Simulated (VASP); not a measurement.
# SnTe (I4/mmm) in VASP: single point with LDA

Aim: the single point of SnTe with LDA.

Program: VASP 6.6.1. These are calculated values, not measurements. Logs are shortened: lines on timing, memory, paths and dates and some standing lists are left out, and cuts for length are marked.

**1. The cell of the first run**

Symmetry: I4/mmm, No. 139, tetragonal system. Conventional cell: a = 4.498 Å, b = 4.498 Å, c = 6.161 Å, α = 90.00°, β = 90.00°, γ = 90.00°. Within 4.1 Å of Sn (site symmetry 4/mmm) lie 6 Te at 3.08 to 3.18 Å. Within 4.1 Å of Te (site symmetry 4/mmm) lie 6 Sn at 3.08 to 3.18 Å.

**2. Single point, LDA (in-plane strain +0.02)**

File INCAR:

```
PREC     = Accurate       # precision mode
ENCUT    = 500            # plane-wave cutoff, eV
EDIFF    = 1E-6           # SCF threshold, eV
ISMEAR   = 0              # smearing method
SIGMA    = 0.01           # smearing width, eV
LREAL    = False          # projectors in reciprocal space
LASPH    = True           # aspherical terms in the spheres
NELM     = 120            # most SCF steps
ALGO     = Normal         # electronic algorithm
ISIF     = 2              # what is computed and relaxed
LWAVE    = False          # write WAVECAR
LCHARG   = False          # write CHGCAR
GGA      = CA             # functional
NBANDS   = 17             # bands
GGA_COMPAT= False
```

File KPOINTS:

```
Automatic mesh
0
Gamma
  10 10 10
```

File POSCAR:

```
SnTe
1.0
    3.1805069561      3.1805069561      0.0000000000
   -3.1805069561      3.1805069561      0.0000000000
    0.0000000000      3.1805069561      3.0807263458
Sn Te
1 1
Direct
    0.0000000000      0.0000000000      0.0000000000
    0.5000000000      0.5000000000      0.0000000000
```

Potentials or basis: VASP PAW LDA potentials, release 64 (Sn_d, Te).

Started as:

```console
cat potpaw_LDA.64/Sn_d/POTCAR potpaw_LDA.64/Te/POTCAR > POTCAR
mpirun -np 1 vasp_std > vasp.out
```

OUTCAR:

```text
PREC = Accurate
   ENCUT = 500
   EDIFF = 1E-6
   ISMEAR = 0
   LREAL = False
   LASPH = True
   NELM = 120
   ISIF = 2
   GGA = CA

 ion  position               nearest neighbor table
   1  0.000  0.000  0.000-   2 3.08   2 3.08   2 3.18   2 3.18   2 3.18   2 3.18
   2  0.500  0.500  0.000-   1 3.08   1 3.08   1 3.18   1 3.18   1 3.18   1 3.18

  LATTYP: Found a body centered tetragonal cell.
 ALAT       =     4.4979160725
 C/A-ratio  =     1.3698460781

  Lattice vectors:

 A1 = (   3.1805069561,   0.0000000000,  -3.0807263458)
 A2 = (  -3.1805069561,   0.0000000000,  -3.0807263458)
 A3 = (   0.0000000000,   3.1805069561,   3.0807263458)

Analysis of symmetry for initial positions (statically):
=====================================================================
 Subroutine PRICEL returns:
 Original cell was already a primitive cell.

 Routine SETGRP: Setting up the symmetry group for a
 body centered tetragonal supercell.

 Subroutine GETGRP returns: Found 16 space group operations
 (whereof 16 operations were pure point group operations)
 out of a pool of 16 trial point group operations.

The static configuration has the point symmetry D_4h.

Analysis of symmetry for dynamics (positions and initial velocities):
=====================================================================
 Subroutine PRICEL returns:
 Original cell was already a primitive cell.

 Routine SETGRP: Setting up the symmetry group for a
 body centered tetragonal supercell.

 Subroutine GETGRP returns: Found 16 space group operations
 (whereof 16 operations were pure point group operations)
 out of a pool of 16 trial point group operations.

The dynamic configuration has the point symmetry D_4h.

 Subroutine INISYM returns: Found 16 space group operations
 (whereof 16 operations are pure point group operations),
 and found     1 'primitive' translations

----------------------------------------------------------------------------------------

                                     Primitive cell

  volume of cell :      62.3269

  direct lattice vectors                    reciprocal lattice vectors
     3.180506956  3.180506956  0.000000000     0.157207642  0.157207642 -0.162299388
    -3.180506956  3.180506956  0.000000000    -0.157207642  0.157207642 -0.162299388
     0.000000000  3.180506956  3.080726346     0.000000000  0.000000000  0.324598776

  length of vectors
     4.497916073  4.497916073  4.427922686     0.275262742  0.275262742  0.324598776

  position of ions in fractional coordinates (direct lattice)
     0.000000000  0.000000000  0.000000000
     0.500000000  0.500000000  0.000000000

  ion indices of the primitive-cell ions
   primitive index   ion index
                 1           1
                 2           2

----------------------------------------------------------------------------------------

 KPOINTS: Automatic mesh

Automatic generation of k-mesh.
 Grid dimensions read from file:
 generate k-points for:   10   10   10

 Generating k-lattice:

  Cartesian coordinates                     Fractional coordinates (reciprocal lattice)
     0.015720764  0.015720764 -0.016229939     0.100000000  0.000000000  0.000000000
    -0.015720764  0.015720764 -0.016229939     0.000000000  0.100000000  0.000000000
     0.000000000  0.000000000  0.032459878     0.000000000  0.000000000  0.100000000

  Length of vectors
     0.027526274  0.027526274  0.032459878

  Shift w.r.t. Gamma in fractional coordinates (k-lattice)
     0.000000000  0.000000000  0.000000000

 Subroutine IBZKPT returns following result:
 ===========================================

 Found    102 irreducible k-points:

 Following reciprocal coordinates:
            Coordinates               Weight
  0.000000  0.000000  0.000000      1.000000
  0.100000  0.000000  0.000000      8.000000
  0.200000  0.000000  0.000000      8.000000
  0.300000  0.000000  0.000000      8.000000
  0.400000  0.000000  0.000000      8.000000
  0.500000  0.000000  0.000000      4.000000
[... 16 lines left out ...]
  0.300000  0.300000  0.000000      8.000000
  0.400000  0.300000  0.000000     16.000000
 [... further k-points ...]
   k-points           NKPTS =    102   k-points in BZ     NKDIM =    102   number of bands    NBANDS=     17
   number of dos      NEDOS =    301   number of ions     NIONS =      2
   total plane-waves  NPLWV =  41472
   dimension x,y,z NGX =    36 NGY =   36 NGZ =   32
   dimension x,y,z NGXF=    72 NGYF=   72 NGZF=   64
   ions per type =               1   1
   NGX,Y,Z   is equivalent  to a cutoff of  13.31, 13.31, 12.01 a.u.
   NGXF,Y,Z  is equivalent  to a cutoff of  26.61, 26.61, 24.03 a.u.
 SYSTEM =  unknown system
   PREC   = accura    normal or accurate (medium, high low for compatibility)
   ISTART =      0    job   : 0-new  1-cont  2-samecut
   ICHARG =      2    charge: 1-file 2-atom 10-const
   ISPIN  =      1    spin polarized calculation?
   LNONCOLLINEAR =      F non collinear calculations
   LSORBIT =      F    spin-orbit coupling
   LASPH  =      T    aspherical Exc in radial PAW
   ENCUT  =  500.0 eV  36.75 Ry    6.06 a.u.   8.20  8.20  8.07*2*pi/ulx,y,z
   NELM   =    120;   NELMIN=  2; NELMDL= -5     # of ELM steps
   EDIFF  = 0.1E-05   stopping-criterion for ELM
   LREAL  =      F    real-space projection
   EDIFFG = 0.1E-04   stopping-criterion for IOM
   NSW    =      0    number of steps for IOM
   IBRION =     -1    ionic relax: 0-MD 1-quasi-New 2-CG
   NFREE  =      0    steps in history (QN), initial steepest desc. (CG)
   ISIF   =      2    stress and relaxation
   ISYM   =      2    0-nonsym 1-usesym 2-fastsym
   POTIM  = 0.5000    time-step for ionic-motion
   TEBEG  =    0.0;   TEEND  =   0.0 temperature during run
   PSTRESS=    0.0 pullay stress
   NELECT =      20.0000    total number of electrons
   NUPDOWN=      -1.0000    fix difference up-down
   EMIN   =  10.00;   EMAX   =-10.00  energy-range for DOS
   EFERMI =   0.00;   METHOD = LEGACY
   ISMEAR =     0;   SIGMA  =   0.01  broadening in eV -4-tet -1-fermi 0-gaus
   EFERMI_NEDOS =   21; number of points for ismear=-14 and -15
   IALGO  =     38    algorithm
   IMIX   =      4    mixing-type and parameters
     AMIX     =   0.40;   BMIX     =  1.00
     AMIX_MAG =   1.60;   BMIX_MAG =  1.00
  volume/ion in A,a.u.               =      31.16       210.30
  Fermi-wavevector in a.u.,A,eV,Ry     =   1.120795  2.117996 17.091389  1.256182
  Thomas-Fermi vector in A             =   2.257444
   LORBIT       =      0    0 simple, 1 ext, 2 COOP (PROOUT), +10 PAW based schemes
   GGA     = CA    functional components
   LHFCALC =     F    Hartree Fock is set to
   AEXX    =    0.0000 exact exchange contribution
   IVDW    =     0    specifies the selected vdW correction
   LEPSILON=     F    determine dielectric tensor
   LRPA    =     F    only Hartree local field effects (RPA)
 non-spin polarized calculation
 Gauss-broadening in eV      SIGMA  =   0.01
  energy-cutoff  :      500.00
  volume of cell :       62.33
 maximum number of plane-waves:      1612
 NGX is ok and might be reduce to    36
   NGX = 17   NGY = 17   NGZ = 17

 number of electron      19.9999999 magnetization

 Free energy of the ion-electron system (eV)
  ---------------------------------------------------
  ext. energy  EPLUGINS =         0.00000000
  ---------------------------------------------------
  free energy    TOTEN  =        -8.80852728 eV

  energy without entropy =       -8.80852728  energy(sigma->0) =       -8.80852728

 E-fermi :   6.7435     XC(G=0):  -9.7545

 val. band max:        6.6963663104   @ k =   0.5000   0.0000   0.0000
 cond. band min:       6.8840581678   @ k =   0.5000   0.0000   0.0000
 fundamental gap:      0.1876918574
 Fermi energy:         6.7434504456

 k-point     1 :       0.0000    0.0000    0.0000
  band No.  band energies     occupation
      1     -15.0137      2.00000
      2     -15.0053      2.00000
      3     -15.0048      2.00000
      4     -14.9972      2.00000
      5     -14.9972      2.00000
      6      -6.0674      2.00000
[... 9 lines left out ...]
     16      11.7067      0.00000
     17      13.5252      0.00000

 k-point     2 :       0.1000    0.0000    0.0000
  band No.  band energies     occupation
      1     -15.0140      2.00000
      2     -15.0058      2.00000
      3     -15.0043      2.00000
      4     -14.9968      2.00000
      5     -14.9966      2.00000
      6      -5.9824      2.00000
[... 9 lines left out ...]
     16      11.8406      0.00000
     17      14.0822      0.00000

 k-point     3 :       0.2000    0.0000    0.0000
  band No.  band energies     occupation
      1     -15.0148      2.00000
      2     -15.0075      2.00000
      3     -15.0033      2.00000
      4     -14.9958      2.00000
      5     -14.9949      2.00000
      6      -5.7365      2.00000
[... 9 lines left out ...]
     16      12.3794      0.00000
     17      15.4686      0.00000

 k-point     4 :       0.3000    0.0000    0.0000
  band No.  band energies     occupation
      1     -15.0160      2.00000
      2     -15.0097      2.00000
      3     -15.0022      2.00000
      4     -14.9943      2.00000
      5     -14.9927      2.00000
      6      -5.3658      2.00000
[... 9 lines left out ...]
     16      13.2698      0.00000
     17      17.1953      0.00000

 k-point     5 :       0.4000    0.0000    0.0000
  band No.  band energies     occupation
      1     -15.0171      2.00000
      2     -15.0114      2.00000
      3     -15.0014      2.00000
      4     -14.9929      2.00000
      5     -14.9907      2.00000
      6      -4.9697      2.00000
[... 9 lines left out ...]
     16      14.5137      0.00000
     17      16.6519      0.00000

 k-point     6 :       0.5000    0.0000    0.0000
  band No.  band energies     occupation
      1     -15.0176      2.00000
      2     -15.0120      2.00000
      3     -15.0011      2.00000
      4     -14.9923      2.00000
      5     -14.9899      2.00000
      6      -4.7759      2.00000
[... 9 lines left out ...]
     16      15.6571      0.00000
     17      15.7331      0.00000

 k-point     7 :       0.1000    0.1000    0.0000
  band No.  band energies     occupation
      1     -15.0142      2.00000
      2     -15.0069      2.00000
      3     -15.0043      2.00000
      4     -14.9964      2.00000
      5     -14.9951      2.00000
      6      -5.8402      2.00000
[... 9 lines left out ...]
     16      12.5584      0.00000
     17      13.9220      0.00000

 k-point     8 :       0.2000    0.1000    0.0000
  band No.  band energies     occupation
      1     -15.0151      2.00000
      2     -15.0086      2.00000
      3     -15.0035      2.00000
      4     -14.9952      2.00000
      5     -14.9931      2.00000
      6      -5.5485      2.00000
[... 9 lines left out ...]
     16      13.6508      0.00000
     17      14.7648      0.00000
[... 203 lines left out ...]
      1     -15.0207      2.00000
      2     -15.0091      2.00000
      3     -14.9993      2.00000
      4     -14.9948      2.00000
      5     -14.9892      2.00000
      6      -4.7119      2.00000
[... 9 lines left out ...]
     16      15.8834      0.00000
     17      16.3351      0.00000

 k-point    20 :      -0.4000    0.2000   -0.0000
  band No.  band energies     occupation
      1     -15.0209      2.00000
      2     -15.0072      2.00000
      3     -14.9994      2.00000
      4     -14.9969      2.00000
      5     -14.9896      2.00000
      6      -5.0271      2.00000
[... 9 lines left out ...]
     16      15.4158      0.00000
     17      16.1689      0.00000

 k-point    21 :      -0.3000    0.2000    0.0000
  band No.  band energies     occupation
      1     -15.0197      2.00000
      2     -15.0056      2.00000
      3     -15.0002      2.00000
      4     -14.9984      2.00000
      5     -14.9911      2.00000
      6      -5.3793      2.00000
[... 9 lines left out ...]
     16      14.3485      0.00000
     17      14.9488      0.00000

 k-point    22 :      -0.2000    0.2000    0.0000
  band No.  band energies     occupation
      1     -15.0177      2.00000
      2     -15.0051      2.00000
      3     -15.0016      2.00000
      4     -14.9985      2.00000
      5     -14.9930      2.00000
      6      -5.6446      2.00000
[... 9 lines left out ...]
     16      13.5840      0.00000
     17      14.0605      0.00000

 k-point    23 :       0.3000    0.3000    0.0000
  band No.  band energies     occupation
      1     -15.0199      2.00000
      2     -15.0100      2.00000
      3     -14.9999      2.00000
      4     -14.9930      2.00000
      5     -14.9901      2.00000
      6      -4.6081      2.00000
[... 9 lines left out ...]
     16      14.0331      0.00000
     17      16.0345      0.00000

 k-point    24 :       0.4000    0.3000    0.0000
  band No.  band energies     occupation
      1     -15.0227      2.00000
      2     -15.0082      2.00000
      3     -14.9983      2.00000
      4     -14.9954      2.00000
      5     -14.9882      2.00000
      6      -4.5058      2.00000
[... 9 lines left out ...]
     16      15.0388      0.00000
     17      17.0966      0.00000

 [... further k-points ...]

------------------------ aborting loop because EDIFF is reached ----------------------------------------

  FORCE on cell =-STRESS in cart. coord.  units (eV):
  Direction    XX          YY          ZZ          XY          YZ          ZX
  --------------------------------------------------------------------------------------
  -------------------------------------------------------------------------------------
  Total       -1.0104489     -1.0104489      0.6696013      0.0000000     -0.0000000      0.0000000
  in kB      -25.9746148    -25.9746148     17.2127821      0.0000000     -0.0000000      0.0000000
  external PRESSURE =     -11.5788159 kB  Pullay stress =       0.0000000 kB

 VOLUME and BASIS-vectors are now :
 -----------------------------------------------------------------------------
  energy-cutoff  :      500.00
  volume of cell :       62.33
      direct lattice vectors                 reciprocal lattice vectors
     3.180506956  3.180506956  0.000000000     0.157207642  0.157207642 -0.162299388
    -3.180506956  3.180506956  0.000000000    -0.157207642  0.157207642 -0.162299388
     0.000000000  3.180506956  3.080726346     0.000000000  0.000000000  0.324598776

 POSITION                                       TOTAL-FORCE (eV/Angst)
 -----------------------------------------------------------------------------------
      0.00000      0.00000      0.00000         0.000000     -0.000000      0.000000
      0.00000      3.18051      0.00000         0.000000      0.000000      0.000000
 -----------------------------------------------------------------------------------
    total drift:                                0.000000      0.000000     -0.000000

  FREE ENERGIE OF THE ION-ELECTRON SYSTEM (eV)
  ---------------------------------------------------
  free  energy   TOTEN  =        -8.8085272782 eV

  energy  without entropy=       -8.8085272782  energy(sigma->0) =       -8.80852728
```

It took 74 s on 1 thread of Intel Xeon 6975P-C, shared host; peak memory 0.24 GiB.

Results:

- Free energy: -8.8085 eV
- Pressure: -1.2 GPa
- Band gap on the k mesh: 0.19 eV, direct

Caveat: the cell differs from its parent crystal (in-plane strain +0.02); spin-orbit coupling is left out, which moves the levels of the heavy elements.
